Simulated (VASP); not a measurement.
# Sb (Pm-3m) in VASP: notebook, part 2 of 2

VASP 6.6.1.

### 3 Single point, r2SCAN0

This run uses another cell than the first one, of 32.82 Å³/atom.

File POSCAR:

```
Sb
1.0
    3.2015837161      0.0000000000      0.0000000000
    0.0000000000      3.2015837161      0.0000000000
    0.0000000000      0.0000000000      3.2015837161
Sb
1
Direct
    0.0000000000      0.0000000000      0.0000000000
```

File INCAR.step1:

```
PREC = Accurate
ENCUT = 440
EDIFF = 1E-5
ISMEAR = -1
SIGMA = 0.05
LREAL = F
LASPH = T
NELM = 120
ALGO = Normal
ISIF = 2
LWAVE = T
LCHARG = F
NBANDS = 14
GGA = PE
GGA_COMPAT = F
```

File INCAR.step2:

```
PREC = Accurate
ENCUT = 440
EDIFF = 1E-6
ISMEAR = -1
SIGMA = 0.05
LREAL = F
LASPH = T
NELM = 120
ALGO = Normal
ISIF = 2
LWAVE = F
LCHARG = F
METAGGA = R2SCAN
LHFCALC = T
AEXX = 0.25
LMIXTAU = T
PRECFOCK = Normal
NBANDS = 14
ISTART = 1
GGA_COMPAT = F
```

File KPOINTS:

```
Automatic mesh
0
Gamma
  4 4 4
```

Potentials or basis: VASP PAW PBE potentials, release 64 (Sb_d_GW).

The run is started by

```
cat potpaw_PBE.64/Sb_d_GW/POTCAR > POTCAR
cp INCAR.step1 INCAR
mpirun -np 1 vasp_std > vasp.out
cp INCAR.step2 INCAR
mpirun -np 1 vasp_std > vasp.out
```

OUTCAR:

```text
PREC = Accurate
   ENCUT = 440
   EDIFF = 1E-6
   ISMEAR = -1
   LREAL = F
   LASPH = T
   NELM = 120
   ISIF = 2
   METAGGA = R2SCAN
   LHFCALC = T
   AEXX = 0.25
   PRECFOCK = Normal
   ISTART = 1

 ion  position               nearest neighbor table
   1  0.000  0.000  0.000-

  LATTYP: Found a simple cubic cell.
 ALAT       =     3.2015837161

  Lattice vectors:

 A1 = (   3.2015837161,   0.0000000000,   0.0000000000)
 A2 = (   0.0000000000,   3.2015837161,   0.0000000000)
 A3 = (   0.0000000000,   0.0000000000,   3.2015837161)

Analysis of symmetry for initial positions (statically):
=====================================================================
 Subroutine PRICEL returns:
 Original cell was already a primitive cell.

 Routine SETGRP: Setting up the symmetry group for a
 simple cubic supercell.

 Subroutine GETGRP returns: Found 48 space group operations
 (whereof 48 operations were pure point group operations)
[... 160 lines left out ...]
 Fermi energy:         4.4033370581

 k-point     1 :       0.0000    0.0000    0.0000
  band No.  band energies     occupation
      1     -28.6629      2.00000
      2     -28.6629      2.00000
      3     -28.5093      2.00000
      4     -28.5093      2.00000
      5     -28.5093      2.00000
      6      -9.8860      2.00000
      7       7.8900      0.00000
      8       7.8900      0.00000
      9       7.8900      0.00000
     10      12.1294      0.00000
     11      12.1294      0.00000
     12      13.2412      0.00000
     13      24.4691      0.00000
     14      24.4691      0.00000
[... 139 lines left out ...]
      1     -28.5884      2.00000
      2     -28.5884      2.00000
      3     -28.5884      2.00000
      4     -28.4572      2.00000
      5     -28.4572      2.00000
      6      -1.6684      2.00000
      7       1.8870      2.00000
      8       1.8870      2.00000
      9       1.8870      2.00000
     10      10.1115      0.00000
     11      10.1115      0.00000
     12      10.1115      0.00000
     13      12.4863      0.00000
     14      30.1432      0.00000

------------------------ aborting loop because EDIFF is reached ----------------------------------------

  FORCE on cell =-STRESS in cart. coord.  units (eV):
  Direction    XX          YY          ZZ          XY          YZ          ZX
  --------------------------------------------------------------------------------------
  -------------------------------------------------------------------------------------
  Total       -1.5549601     -1.5549601     -1.5549601     -0.0000000     -0.0000000     -0.0000000
  in kB      -75.9163388    -75.9163388    -75.9163388     -0.0000000     -0.0000000     -0.0000000
  external PRESSURE =     -75.9163388 kB  Pullay stress =       0.0000000 kB

 VOLUME and BASIS-vectors are now :
 -----------------------------------------------------------------------------
  energy-cutoff  :      440.00
  volume of cell :       32.82
      direct lattice vectors                 reciprocal lattice vectors
     3.201583716  0.000000000  0.000000000     0.312345417  0.000000000  0.000000000
     0.000000000  3.201583716  0.000000000     0.000000000  0.312345417  0.000000000
     0.000000000  0.000000000  3.201583716     0.000000000  0.000000000  0.312345417

 POSITION                                       TOTAL-FORCE (eV/Angst)
 -----------------------------------------------------------------------------------
      0.00000      0.00000      0.00000         0.000000      0.000000      0.000000
 -----------------------------------------------------------------------------------
    total drift:                               -0.000001     -0.000001     -0.000001

  FREE ENERGIE OF THE ION-ELECTRON SYSTEM (eV)
  ---------------------------------------------------
  free  energy   TOTEN  =       -21.1705468027 eV

  energy  without entropy=      -21.1620297625  energy(sigma->0) =      -21.16628828
```

It took 3 min on 1 thread of Intel Xeon Platinum 8375C at 2.90GHz (Ice Lake), shared host; peak memory 0.15 GiB.

Results:

* Free energy: -21.1705 eV
* Pressure: -7.6 GPa
* Band gap on the k mesh: zero (an odd number of electrons rules out a gap without spin polarisation)

Caveat: the k points lie up to 0.49 Å⁻¹ apart, too coarse for converged energies and pressures of a metal; the PAW data sets were made with another functional, which shifts forces and pressure a little; spin-orbit coupling is left out, which moves the levels of the heavy elements.

### 4 Single point, r2SCAN0

This run uses another cell than the first one, of 30.92 Å³/atom.

File POSCAR:

```
Sb
1.0
    3.1387913073      0.0000000000      0.0000000000
    0.0000000000      3.1387913073      0.0000000000
    0.0000000000      0.0000000000      3.1387913073
Sb
1
Direct
    0.0000000000      0.0000000000      0.0000000000
```

File INCAR.step1:

```
PREC = Accurate ; ENCUT = 440
EDIFF = 1E-5 ; ISMEAR = -1
SIGMA = 0.05 ; LREAL = F
LASPH = T ; NELM = 120
ALGO = Normal ; ISIF = 2
LWAVE = T ; LCHARG = F
GGA = PE ; NBANDS = 14
GGA_COMPAT = F
```

File INCAR.step2:

```
PREC = Accurate ; ENCUT = 440
EDIFF = 1E-6 ; ISMEAR = -1
SIGMA = 0.05 ; LREAL = F
LASPH = T ; NELM = 120
ALGO = Normal ; ISIF = 2
LWAVE = F ; LCHARG = F
METAGGA = R2SCAN ; LHFCALC = T
AEXX = 0.25 ; LMIXTAU = T
PRECFOCK = Normal ; ISTART = 1
NBANDS = 14 ; GGA_COMPAT = F
```

KPOINTS is that of step 3.

The run is started by

```
cat potpaw_PBE.64/Sb_d_GW/POTCAR > POTCAR
cp INCAR.step1 INCAR
mpirun -np 1 vasp_std > vasp.out
cp INCAR.step2 INCAR
mpirun -np 1 vasp_std > vasp.out
```

It took 2.7 min on 1 thread of AMD EPYC 7R13 (Zen 3), shared host; peak memory 0.13 GiB.

Results (log left out):

| Quantity | Value |
| --- | --- |
| Free energy | -21.2480 eV |
| Pressure | -5.4 GPa |
| Band gap on the k mesh | zero (an odd number of electrons rules out a gap without spin polarisation) |

Levels at points of the mesh, in eV from the Fermi level:
```csv
k point,band 5,band 6,band 7,band 8,band 9,band 10
"(0.00, 0.00, 0.00)",-32.99,-14.80,3.62,3.62,3.62,7.76
"(0.50, 0.00, 0.00)",-32.99,-12.11,-7.14,5.87,5.87,10.29
"(0.50, 0.50, 0.00)",-32.93,-9.11,-4.82,-4.82,2.77,8.10
"(0.50, 0.50, 0.50)",-32.93,-5.73,-2.69,-2.69,-2.69,5.59
```

Caveat: the k points lie up to 0.50 Å⁻¹ apart, too coarse for converged energies and pressures of a metal; the PAW data sets were made with another functional, which shifts forces and pressure a little; spin-orbit coupling is left out, which moves the levels of the heavy elements.

### 5 Overview

| level | cell | cutoff (eV) | gap on the mesh (eV) | pressure (GPa) |
| --- | --- | --- | --- | --- |
| PBE0 | a = 3.222 Å, 1 atom | 400 | none | -7.7 |
| r2SCAN0 | a = 3.202 Å, 1 atom | 440 | none | -7.6 |
| r2SCAN0 | a = 3.139 Å, 1 atom | 440 | none | -5.4 |

Alike in all rows: task single point; potentials or basis VASP PAW PBE potentials, release 64 (Sb_d_GW); no spin polarisation; k mesh 4 × 4 × 4; smearing fermi-dirac 0.05 eV.

Caveats: all runs use coarse meshes; the PAW data sets were made with another functional, which shifts forces and pressure a little; spin-orbit coupling is left out, which moves the levels of the heavy elements.

Absolute energies hang on the potentials; compare differences alone.
